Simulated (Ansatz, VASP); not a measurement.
SnO in VASP and in Ansatz

```
Sn O
1.0
     3.82016    0.00000    0.00000
     0.00000    3.82016    0.00000
     0.00000    0.00000   22.22608
Sn O
4 4
Direct
  0.75000 0.25000 0.20246
  0.25000 0.75000 0.30878
  0.25000 0.75000 0.47975
  0.75000 0.25000 0.58607
  0.25000 0.25000 0.25562
  0.75000 0.75000 0.25562
  0.75000 0.75000 0.53291
  0.25000 0.25000 0.53291
```

Alike in both runs: task single point; functional PBE; dispersion D3(BJ); k mesh 7 × 7 × 1; occupations gaussian, width 0.05 eV; no spin polarisation.

```csv
,VASP,Ansatz
version,VASP 6.6.1,Ansatz 0.2.0
potentials or method,"VASP PAW PBE potentials, release 64 (Sn_d, O_h), cutoff 1000 eV","scalar-relativistic, plane waves, PAW"
valence electrons in the cell,80,80
```

```tsv
	VASP	Ansatz	Ansatz less VASP
gap on the k mesh at the Fermi level (eV)	2.00	2.00	+0.005
least direct gap on the mesh (eV)	2.21	2.21	+0.008
rms of the force components (eV/Å)	0.077	0.100	+0.0230
```
